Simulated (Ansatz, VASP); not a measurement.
# NaF: VASP beside Ansatz

```
CELL_PARAMETERS angstrom
0.00000 2.35345 2.35345
2.35345 0.00000 2.35345
2.35345 2.35345 0.00000
ATOMIC_POSITIONS crystal
Na 0.00000 0.00000 0.00000
F 0.50000 0.50000 0.50000
```

Alike in both runs: task single point; functional RPBE; dispersion D4; k mesh 8 × 8 × 8; occupations gaussian, width 0.05 eV; no spin polarisation.

```csv
,VASP,Ansatz
version,VASP 6.6.1,Ansatz 0.2.0
potentials or method,"VASP PAW PBE potentials, release 64 (Na_pv, F), cutoff 520 eV","scalar-relativistic, plane waves, PAW"
valence electrons in the cell,14,16
```

|  | VASP | Ansatz | Ansatz less VASP |
| --- | --- | --- | --- |
| gap on the k mesh at the Fermi level (eV) | 6.37 | 6.38 | +0.011 |
| least direct gap on the mesh (eV) | 6.37 | 6.38 | +0.011 |
| pressure (GPa) | 1.6 | 1.7 | +0.13 |

VASP's potentials were made for PBE, not for RPBE. VASP's potentials hold 14 valence electrons a cell and Ansatz's 16, so a difference there can come from the potentials and not from the codes.
